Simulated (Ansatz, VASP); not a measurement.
## GaF in VASP and in Ansatz

INCAR

```
PREC = Accurate
ENCUT = 600
EDIFF = 1E-6
ISMEAR = -1
SIGMA = 0.05
LREAL = F
LASPH = T
NELM = 120
ALGO = Normal
ISIF = 2
LWAVE = F
LCHARG = F
GGA = PE
NBANDS = 17
GGA_COMPAT = F
```

Contents of KPOINTS:

```
regular mesh
0
Gamma
  9 9 9
```

The input POSCAR:

```
GaF
1.0
    0.0000000000      2.6275017444      2.6275017444
    2.6275017444      0.0000000000      2.6275017444
    2.6275017444      2.6275017444      0.0000000000
Ga F
1 1
Direct
    0.2500000000      0.2500000000      0.2500000000
    0.0000000000      0.0000000000      0.0000000000
```

input.yaml

```yaml
crystal:
  lattice:
    - [0.0, 2.6275017444, 2.6275017444]
    - [2.6275017444, 0.0, 2.6275017444]
    - [2.6275017444, 2.6275017444, 0.0]
  atoms:
    - { symbol: Ga, position: [0.25, 0.25, 0.25] }
    - { symbol: F, position: [0.0, 0.0, 0.0] }
kpoints:
  mp_grid: { grid: [9, 9, 9] }
scf:
  occupations: { method: fermi_dirac, width: 0.05 }
hamiltonian:
  xc: pbe
  pseudopotentials: { kind: all_electron, lapw: { basis_error: 0.0005 } }
output:
  forces: true
  stress: true
  eigenvalues: true
```

Change from the starting cell: volume scaled by 1.06.

Alike in both runs: task single point; functional PBE; k mesh 9 × 9 × 9; occupations fermi-dirac, width 0.05 eV; no spin polarisation.

```csv
,VASP,Ansatz
version,VASP 6.6.1,Ansatz 0.2.0
potentials or method,"VASP PAW PBE potentials, release 64 (Ga_d, F), cutoff 600 eV","all-electron LAPW, scalar-relativistic"
```

```tsv
	VASP	Ansatz	Ansatz less VASP
gap on the k mesh at the Fermi level (eV)	1.33	1.33	+0.001
least direct gap on the mesh (eV)	1.33	1.33	+0.001
pressure (GPa)	10.3	10.4	+0.08
```

Ansatz ran all-electron here, and VASP with PAW potentials.
